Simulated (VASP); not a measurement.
Runs of VASP 6.6.1 on AlGaN2. The structure is that of space group P-4m2 (No. 115), or close to it. The cells are those of the table. 

```tsv
cell	gap on the mesh (eV)	pressure (GPa)
atoms relaxed from a = 3.211, b = 3.211, c = 4.126 Å, 4 atoms	(b)	0.0
atoms relaxed from a = 3.168, b = 3.168, c = 4.070 Å, 4 atoms	3.36	9.2
atoms relaxed from a = 3.115, b = 3.115, c = 4.384 Å, 4 atoms	(a)	0.9
atoms relaxed from a = 3.196, b = 3.196, c = 4.498 Å, 4 atoms	2.50	-12.9
atoms relaxed from a = 2.981, b = 2.981, c = 4.595 Å, 4 atoms	2.94	9.7
atoms relaxed from a = 2.932, b = 2.932, c = 4.949 Å, 4 atoms	2.45	-1.0
atoms relaxed from a = 3.123, b = 3.123, c = 4.013 Å, 4 atoms	3.43	20.5
atoms relaxed from a = 3.396, b = 3.396, c = 3.984 Å, 4 atoms	2.18	-15.3
```

Alike in all rows: task relaxation of the atoms; level LDA; potentials or basis VASP PAW LDA potentials, release 64 (Al, Ga_d, N); no spin polarisation; k mesh 8 × 8 × 6; cutoff (eV) 520; smearing gaussian 0.05 eV.

Question: Fill in the values left out.

Answer: (a) 3.07; (b) 3.06.

A k mesh can miss the band edges, and the runs leave out spin-orbit coupling on Ga.
